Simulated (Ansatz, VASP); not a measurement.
# GdO in VASP and in Ansatz

File INCAR:

```
PREC = Accurate ; ENCUT = 520
EDIFF = 1E-7 ; ISMEAR = -1
SIGMA = 0.05 ; LREAL = False
LASPH = True ; NELM = 150
ALGO = Normal ; ISIF = 2
LWAVE = False ; LCHARG = True
ISPIN = 2 ; MAGMOM = 7 0
LORBIT = 11 ; LMAXMIX = 6
GGA = PE ; LELF = True
LVHAR = True ; NBANDS = 23
```

Contents of KPOINTS:

```
regular mesh
0
Gamma
  11 11 11
```

Contents of POSCAR:

```
GdO
1.0
    0.0000000000      2.7000000000      2.7000000000
    2.7000000000      0.0000000000      2.7000000000
    2.7000000000      2.7000000000      0.0000000000
Gd O
1 1
Direct
    0.0000000000      0.0000000000      0.0000000000
    0.2500000000      0.2500000000      0.2500000000
```

Input for Ansatz:

```yaml
crystal:
  lattice:
    - [0.0, 2.7, 2.7]
    - [2.7, 0.0, 2.7]
    - [2.7, 2.7, 0.0]
  atoms:
    - { symbol: Gd, position: [0.0, 0.0, 0.0], spin: 7.0 }
    - { symbol: O, position: [0.25, 0.25, 0.25] }
magnetization:
  spin_polarized: true
kpoints:
  mp_grid: { grid: [11, 11, 11] }
scf:
  occupations: { method: fermi_dirac, width: 0.05 }
hamiltonian:
  xc: pbe
  pseudopotentials: { kind: paw }
output:
  forces: true
  stress: true
  eigenvalues: true
```

Alike in both runs: task single point; functional PBE; k mesh 11 × 11 × 11; occupations fermi-dirac, width 0.05 eV; collinear spin.

|  | VASP | Ansatz |
| --- | --- | --- |
| version | VASP 6.6.1 | Ansatz 0.2.0 |
| potentials or method | VASP PAW PBE potentials, release 64 (Gd, O) | PAW with Ansatz's default frozen-core files, scalar-relativistic |
| plane-wave cutoff (eV) | 520 | 420 |
| valence electrons in the cell | 24 | 24 |

Ansatz gave:

* pressure (GPa): -0.6
* net moment per atom (μB): 3.77
* size of the moment on the site where the two differ most (μB): 6.82

**Question.** What did VASP give for the same quantities?

**Answer.** Pressure (GPa): -0.5; net moment per atom (μB): 3.78; size of the moment on the site where the two differ most (μB): 6.87.

Site moments also hang on the region over which each program counts them.

Spin-orbit coupling is off throughout.
